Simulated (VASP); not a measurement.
Crystal: BN.

```xyz
2
Lattice="0.0000 1.8227 1.8227 1.8227 0.0000 1.8227 1.8227 1.8227 0.0000" Properties=species:S:1:pos:R:3 pbc="T T T"
B     0.0000    0.0000    0.0000
N     0.9113    0.9113    0.9113
```

This cell differs from its parent crystal: volume changed by +3%.

Base run:

| Property | Result |
| --- | --- |
| Program | VASP 6.6.1 |
| Functional | r2SCAN |
| Potentials or basis | VASP PAW PBE potentials, release 64 (B, N) |
| Cutoff | 520 eV |
| k mesh | 10 × 10 × 10 |
| Occupations | gaussian, width 0.01 eV |
| Spin | no spin polarisation |

Its results: band gap on the k mesh 4.94 eV, indirect (least direct gap 9.40 eV); pressure -9.9 GPa.

Question: The run is repeated on the same cell with these changes: potentials or basis from VASP PAW PBE potentials, release 64 (B, N) to VASP PAW PBE potentials, release 64 (B_h, N_h); cutoff from 520 eV to 910 eV; further incar settings from ALGO = Normal; EDIFF = 1e-07; NBANDS = 11 to ALGO = Normal; EDIFF = 1e-06; NBANDS = 11. What comes out?

Answer: Band gap on the k mesh 4.96 eV, indirect (least direct gap 9.42 eV); pressure -11.5 GPa.

Caveats: the PAW data sets were made with another functional, which shifts forces and pressure a little; the cutoff is under 1.25 times the usual one of these potentials, so pressure, stress and relaxed cells hold a basis-set (Pulay) error (some runs).

A k mesh can miss the band edges.
